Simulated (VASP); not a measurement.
# I (P1) in VASP: single point with LDA

Aim: the single point of I with LDA.

All numbers are computed with VASP 6.6.1; they aren't measurements. Logs are shortened: lines on timing, memory, paths and dates and some standing lists are left out, and cuts for length are marked.

## 1. The cell of the first run

The typed cell holds 4 atoms: a = 4.353 Å, b = 4.353 Å, c = 9.793 Å, α = 90.00°, β = 90.00°, γ = 66.76°.

## 2. Single point, LDA

File INCAR:

```
SYSTEM = I
  PREC = Accurate
  ENCUT = 520
  EDIFF = 1E-6
  ISMEAR = -1
  SIGMA = 0.08
  LREAL = .FALSE.
  LASPH = .TRUE.
  NELM = 100
  ALGO = Normal
  ISIF = 2
  LWAVE = .FALSE.
  LCHARG = .FALSE.
  NBANDS = 22
```

File KPOINTS:

```
regular mesh
0
G
  5 5 2
  0 0 0
```

File POSCAR:

```
I
1.0
    3.6350350000     -2.3950200000      0.0000000000
    3.6350350000      2.3950200000      0.0000000000
    0.0000000000      0.0000000000      9.7934400000
I
4
Direct
    0.8530146686      0.1772153016      0.8773023575
    0.3614707665      0.6224218233      0.6192725947
    0.1116337808      0.8379859615      0.1228810306
    0.6738808553      0.3623765672      0.3805440172
```

Potentials or basis: VASP PAW LDA potentials, release 64 (I).

The run is started by

```sh
$ cat potpaw_LDA.64/I/POTCAR > POTCAR
$ mpirun -np 1 vasp_std > vasp.out
```

OUTCAR:

```text
SYSTEM = I
   PREC = Accurate
   ENCUT = 520
   EDIFF = 1E-6
   ISMEAR = -1
   LREAL = .FALSE.
   LASPH = .TRUE.
   NELM = 100
   ISIF = 2

 ion  position               nearest neighbor table
   1  0.853  0.177  0.877-   3 2.81   2 3.38
   2  0.361  0.622  0.619-   4 2.72   1 3.38
   3  0.112  0.838  0.123-   1 2.81   4 3.43   4 3.56
   4  0.674  0.362  0.381-   2 2.72   3 3.43   3 3.56

  LATTYP: Found a base centered orthorhombic cell.
 ALAT       =     4.7900400000
 B/A-ratio  =     1.5177472422
 C/A-ratio  =     2.0445424255

  Lattice vectors:

 A1 = (  -3.6350350000,  -2.3950200000,   0.0000000000)
 A2 = (   3.6350350000,  -2.3950200000,   0.0000000000)
 A3 = (   0.0000000000,   0.0000000000,   9.7934400000)

Analysis of symmetry for initial positions (statically):
=====================================================================
 Subroutine PRICEL returns:
 Original cell was already a primitive cell.

 Routine SETGRP: Setting up the symmetry group for a
 base centered orthorhombic supercell.

 Subroutine GETGRP returns: Found  1 space group operations
 (whereof  1 operations were pure point group operations)
 out of a pool of  8 trial point group operations.

The static configuration has the point symmetry C_1 .

Analysis of symmetry for dynamics (positions and initial velocities):
=====================================================================
 Subroutine PRICEL returns:
 Original cell was already a primitive cell.

 Routine SETGRP: Setting up the symmetry group for a
 base centered orthorhombic supercell.

 Subroutine GETGRP returns: Found  1 space group operations
 (whereof  1 operations were pure point group operations)
 out of a pool of  8 trial point group operations.

The dynamic configuration has the point symmetry C_1 .

 Subroutine INISYM returns: Found  1 space group operations
 (whereof  1 operations are pure point group operations),
 and found     1 'primitive' translations

----------------------------------------------------------------------------------------

                                     Primitive cell

  volume of cell :     170.5230

  direct lattice vectors                    reciprocal lattice vectors
     3.635035000 -2.395020000  0.000000000     0.137550257 -0.208766524  0.000000000
     3.635035000  2.395020000  0.000000000     0.137550257  0.208766524  0.000000000
     0.000000000  0.000000000  9.793440000     0.000000000  0.000000000  0.102109167

  length of vectors
     4.353113857  4.353113857  9.793440000     0.250007070  0.250007070  0.102109167

  position of ions in fractional coordinates (direct lattice)
     0.853014669  0.177215302  0.877302357
     0.361470766  0.622421823  0.619272595
     0.111633781  0.837985962  0.122881031
     0.673880855  0.362376567  0.380544017

  ion indices of the primitive-cell ions
   primitive index   ion index
                 1           1
                 2           2
                 3           3
                 4           4

----------------------------------------------------------------------------------------

 KPOINTS: regular mesh

Automatic generation of k-mesh.
 Grid dimensions read from file:
 generate k-points for:    5    5    2

 Generating k-lattice:

  Cartesian coordinates                     Fractional coordinates (reciprocal lattice)
     0.027510051 -0.041753305  0.000000000     0.200000000  0.000000000  0.000000000
     0.027510051  0.041753305  0.000000000     0.000000000  0.200000000  0.000000000
     0.000000000  0.000000000  0.051054583     0.000000000  0.000000000  0.500000000

  Length of vectors
     0.050001414  0.050001414  0.051054583

  Shift w.r.t. Gamma in fractional coordinates (k-lattice)
     0.000000000  0.000000000  0.000000000

 Subroutine IBZKPT returns following result:
 ===========================================

 Found     26 irreducible k-points:

 Following reciprocal coordinates:
            Coordinates               Weight
  0.000000  0.000000  0.000000      1.000000
  0.200000 -0.000000  0.000000      2.000000
  0.000000 -0.200000  0.000000      2.000000
  0.400000 -0.000000  0.000000      2.000000
  0.000000 -0.400000  0.000000      2.000000
  0.200000  0.200000  0.000000      2.000000
[... 16 lines left out ...]
 -0.200000  0.400000  0.500000      2.000000
 -0.200000  0.200000  0.500000      2.000000
 [... further k-points ...]
   k-points           NKPTS =     26   k-points in BZ     NKDIM =     26   number of bands    NBANDS=     22
   number of dos      NEDOS =    301   number of ions     NIONS =      4
   total plane-waves  NPLWV =  81920
   dimension x,y,z NGX =    32 NGY =   32 NGZ =   80
   dimension x,y,z NGXF=    64 NGYF=   64 NGZF=  160
   ions per type =               4
   NGX,Y,Z   is equivalent  to a cutoff of  12.22, 12.22, 13.58 a.u.
   NGXF,Y,Z  is equivalent  to a cutoff of  24.44, 24.44, 27.16 a.u.
 SYSTEM =  I
   PREC   = accura    normal or accurate (medium, high low for compatibility)
   ISTART =      0    job   : 0-new  1-cont  2-samecut
   ICHARG =      2    charge: 1-file 2-atom 10-const
   ISPIN  =      1    spin polarized calculation?
   LNONCOLLINEAR =      F non collinear calculations
   LSORBIT =      F    spin-orbit coupling
   LASPH  =      T    aspherical Exc in radial PAW
   ENCUT  =  520.0 eV  38.22 Ry    6.18 a.u.   8.09  8.09 18.21*2*pi/ulx,y,z
   NELM   =    100;   NELMIN=  2; NELMDL= -5     # of ELM steps
   EDIFF  = 0.1E-05   stopping-criterion for ELM
   LREAL  =      F    real-space projection
   EDIFFG = 0.1E-04   stopping-criterion for IOM
   NSW    =      0    number of steps for IOM
   IBRION =     -1    ionic relax: 0-MD 1-quasi-New 2-CG
   NFREE  =      0    steps in history (QN), initial steepest desc. (CG)
   ISIF   =      2    stress and relaxation
   ISYM   =      2    0-nonsym 1-usesym 2-fastsym
   POTIM  = 0.5000    time-step for ionic-motion
   TEBEG  =    0.0;   TEEND  =   0.0 temperature during run
   PSTRESS=    0.0 pullay stress
   NELECT =      28.0000    total number of electrons
   NUPDOWN=      -1.0000    fix difference up-down
   EMIN   =  10.00;   EMAX   =-10.00  energy-range for DOS
   EFERMI =   0.00;   METHOD = LEGACY
   ISMEAR =    -1;   SIGMA  =   0.08  broadening in eV -4-tet -1-fermi 0-gaus
   EFERMI_NEDOS =   21; number of points for ismear=-14 and -15
   IALGO  =     38    algorithm
   IMIX   =      4    mixing-type and parameters
     AMIX     =   0.40;   BMIX     =  1.00
     AMIX_MAG =   1.60;   BMIX_MAG =  1.00
  volume/ion in A,a.u.               =      42.63       287.69
  Fermi-wavevector in a.u.,A,eV,Ry     =   0.896465  1.694073 10.934307  0.803649
  Thomas-Fermi vector in A             =   2.018926
   LORBIT       =      0    0 simple, 1 ext, 2 COOP (PROOUT), +10 PAW based schemes
   GGA     = CA    functional components
   LHFCALC =     F    Hartree Fock is set to
   AEXX    =    0.0000 exact exchange contribution
   IVDW    =     0    specifies the selected vdW correction
   LEPSILON=     F    determine dielectric tensor
   LRPA    =     F    only Hartree local field effects (RPA)
 non-spin polarized calculation
  energy-cutoff  :      520.00
  volume of cell :      170.52
 maximum number of plane-waves:      4625
   NGX = 17   NGY = 17   NGZ = 37

 number of electron      27.9999999 magnetization

 Free energy of the ion-electron system (eV)
  ---------------------------------------------------
  ext. energy  EPLUGINS =         0.00000000
  ---------------------------------------------------
  free energy    TOTEN  =        -7.81503718 eV

  energy without entropy =       -7.81414773  energy(sigma->0) =       -7.81459245

 E-fermi :   2.8872     XC(G=0):  -8.3933

 val. band max:        2.4141681212   @ k =   0.0000  -0.4000   0.5000
 cond. band min:       3.3619848839   @ k =   0.4000   0.4000   0.0000
 fundamental gap:      0.9478167627
 Fermi energy:         2.8871629230

 k-point     1 :       0.0000    0.0000    0.0000
  band No.  band energies     occupation
      1     -11.1769      2.00000
      2     -10.4730      2.00000
      3      -9.4195      2.00000
      4      -8.3312      2.00000
      5      -2.1550      2.00000
      6      -0.6882      2.00000
[... 14 lines left out ...]
     21       9.4949      0.00000
     22       9.5638      0.00000

 k-point     2 :       0.2000   -0.0000    0.0000
  band No.  band energies     occupation
      1     -11.0582      2.00000
      2     -10.4328      2.00000
      3      -9.3121      2.00000
      4      -8.4286      2.00000
      5      -2.1379      2.00000
      6      -1.1018      2.00000
[... 14 lines left out ...]
     21       9.2548      0.00000
     22       9.6972      0.00000

 k-point     3 :       0.0000   -0.2000    0.0000
  band No.  band energies     occupation
      1     -11.0627      2.00000
      2     -10.4243      2.00000
      3      -9.3125      2.00000
      4      -8.4326      2.00000
      5      -2.1328      2.00000
      6      -1.1142      2.00000
[... 14 lines left out ...]
     21       9.2707      0.00000
     22       9.7407      0.00000

 k-point     4 :       0.4000   -0.0000    0.0000
  band No.  band energies     occupation
      1     -10.8221      2.00000
      2     -10.3927      2.00000
      3      -9.0582      2.00000
      4      -8.6787      2.00000
      5      -2.2026      2.00000
      6      -1.8603      2.00000
[... 14 lines left out ...]
     21      10.1478      0.00000
     22      10.7301      0.00000

 k-point     5 :       0.0000   -0.4000    0.0000
  band No.  band energies     occupation
      1     -10.8430      2.00000
      2     -10.3591      2.00000
      3      -9.0542      2.00000
      4      -8.6963      2.00000
      5      -2.1882      2.00000
      6      -1.8765      2.00000
[... 14 lines left out ...]
     21      10.0618      0.00000
     22      10.7292      0.00000

 k-point     6 :       0.2000    0.2000    0.0000
  band No.  band energies     occupation
      1     -11.0708      2.00000
      2     -10.3937      2.00000
      3      -9.3238      2.00000
      4      -8.3234      2.00000
      5      -2.0566      2.00000
      6      -0.8337      2.00000
[... 14 lines left out ...]
     21       9.4822      0.00000
     22       9.5713      0.00000

 k-point     7 :       0.4000    0.2000    0.0000
  band No.  band energies     occupation
      1     -10.9027      2.00000
      2     -10.3332      2.00000
      3      -9.1695      2.00000
      4      -8.4383      2.00000
      5      -2.0352      2.00000
      6      -1.3276      2.00000
[... 324 lines left out ...]
      6      -1.5971      2.00000
[... 14 lines left out ...]
     21       9.5573      0.00000
     22       9.8286      0.00000

 k-point    21 :      -0.2000   -0.4000    0.5000
  band No.  band energies     occupation
      1     -10.8540      2.00000
      2     -10.4496      2.00000
      3      -8.8075      2.00000
      4      -8.7448      2.00000
      5      -1.8271      2.00000
      6      -1.5827      2.00000
[... 14 lines left out ...]
     21       9.5608      0.00000
     22       9.7658      0.00000

 k-point    22 :      -0.4000    0.2000    0.5000
  band No.  band energies     occupation
      1     -10.7490      2.00000
      2     -10.3688      2.00000
      3      -8.8701      2.00000
      4      -8.8158      2.00000
      5      -1.9108      2.00000
      6      -1.6614      2.00000
[... 14 lines left out ...]
     21      10.1227      0.00000
     22      10.3083      0.00000

 k-point    23 :      -0.2000    0.4000    0.5000
  band No.  band energies     occupation
      1     -10.7661      2.00000
      2     -10.3419      2.00000
      3      -8.8844      2.00000
      4      -8.8114      2.00000
      5      -1.9172      2.00000
      6      -1.6649      2.00000
[... 14 lines left out ...]
     21      10.1371      0.00000
     22      10.2476      0.00000

 k-point    24 :      -0.2000    0.2000    0.5000
  band No.  band energies     occupation
      1     -10.8484      2.00000
      2     -10.4569      2.00000
      3      -8.8921      2.00000
      4      -8.8509      2.00000
      5      -1.9133      2.00000
      6      -1.6956      2.00000
[... 14 lines left out ...]
     21       9.8220      0.00000
     22       9.8787      0.00000

 [... further k-points ...]
[... 5 lines left out ...]
  --------------------------------------------------------------------------------------
  -------------------------------------------------------------------------------------
  Total       -0.8643113     -2.4350713     -2.4633469     -0.1000397      0.8352623      0.0103892
  in kB       -8.1207808    -22.8791166    -23.1447850     -0.9399396      7.8478460      0.0976132
  external PRESSURE =     -18.0482275 kB  Pullay stress =       0.0000000 kB

 VOLUME and BASIS-vectors are now :
 -----------------------------------------------------------------------------
  energy-cutoff  :      520.00
  volume of cell :      170.52
      direct lattice vectors                 reciprocal lattice vectors
     3.635035000 -2.395020000  0.000000000     0.137550257 -0.208766524  0.000000000
     3.635035000  2.395020000  0.000000000     0.137550257  0.208766524  0.000000000
     0.000000000  0.000000000  9.793440000     0.000000000  0.000000000  0.102109167

 POSITION                                       TOTAL-FORCE (eV/Angst)
 -----------------------------------------------------------------------------------
      3.74492     -1.61855      8.59181        -0.204965     -0.084449      0.158262
      3.57648      0.62498      6.06481         0.125591      0.173525      0.398251
      3.45190      1.73963      1.20343         0.228865      0.188754     -0.190904
      3.76683     -0.74606      3.72683        -0.149492     -0.277830     -0.365608
 -----------------------------------------------------------------------------------
    total drift:                               -0.000014     -0.000040      0.000042

  FREE ENERGIE OF THE ION-ELECTRON SYSTEM (eV)
  ---------------------------------------------------
  free  energy   TOTEN  =        -7.8150371775 eV

  energy  without entropy=       -7.8141477297  energy(sigma->0) =       -7.81459245
```

It took 2.2 min on 1 thread of Intel Xeon 8259CL, shared host; peak memory 0.24 GiB.

Results:

```
Free energy            : -7.8150 eV
Pressure               : -1.8 GPa
Largest force          : 0.483 eV/Å
Band gap on the k mesh : 0.95 eV (least direct gap 1.09 eV)
```

Forces on the atoms (eV/Å):
```
I   -0.205 -0.084  0.158
I    0.126  0.174  0.398
I    0.229  0.189 -0.191
I   -0.149 -0.278 -0.366
```

Levels at points of the mesh, in eV from the valence-band top:
| k point | band 12 | band 13 | band 14 | band 15 | band 16 | band 17 |
| --- | --- | --- | --- | --- | --- | --- |
| (0.00, 0.00, 0.00) | -0.56 | -0.20 | -0.10 | 0.99 | 1.87 | 4.89 |
| (0.00, 0.00, 0.50) | -0.93 | -0.19 | -0.13 | 1.15 | 1.32 | 5.31 |

Caveat: spin-orbit coupling is left out, which moves the levels of the heavy elements. As with any semilocal functional, this LDA gap is likely too small.
